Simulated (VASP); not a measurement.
Write the native input for VASP 6.6.1 that does the following.

```
Task                   : single point
Functional             : PBEsol
Potentials or basis    : VASP PAW PBE potentials, release 64 (Mo_sv, S)
Cutoff                 : 520 eV
k mesh                 : 6 × 6 × 3
Occupations            : methfessel-paxton, width 0.1 eV
Spin                   : no spin polarisation
Dipole correction      : no
Further INCAR settings : ALGO = Normal; EDIFF = 1e-06; NBANDS = 20
```

The structure of MoS2 lies in POSCAR:

```
MoS2
1.0
    3.2273400000      0.0407500000      0.0029600000
   -1.5783800000      2.8033800000      0.0062500000
    0.0057800000      0.0174500000      6.4273100000
Mo S
1 2
Direct
    0.0064100000      0.9986900000      0.4964200000
    0.3317800000      0.6689500000      0.2568600000
    0.6718800000      0.3327600000      0.7465300000
```

The input as run:

INCAR

```
SYSTEM = MoS2
PREC = Accurate
ENCUT = 520
EDIFF = 1E-6
ISMEAR = 1
SIGMA = 0.1
LREAL = .False.
LASPH = .True.
NELM = 100
ALGO = Normal
ISIF = 2
LWAVE = .False.
LCHARG = .False.
GGA = PS
NBANDS = 20
```

KPOINTS

```
Automatic mesh
0
Gamma
  6 6 3
  0 0 0
```

Potentials or basis: VASP PAW PBE potentials, release 64 (Mo_sv, S).

The run is started by

```bash
$ cat potpaw_PBE.64/Mo_sv/POTCAR potpaw_PBE.64/S/POTCAR > POTCAR
$ mpirun -np 1 vasp_std > vasp.out
```

Results of the run:

```json
{
 "Pressure": "-6.7 GPa",
 "Largest force": "0.904 eV/Å",
 "Band gap on the k mesh": "zero (band 13 reaches 7.08 eV, above the bottom of band 14 at 6.17 eV)"
}
```

Caveat: the k points lie up to 0.37 Å⁻¹ apart; the PAW data sets were made with another functional, which shifts forces and pressure a little.

Run time: 76 s on 1 thread of Intel Xeon 8259CL, on a shared host, peak memory 0.21 GiB.
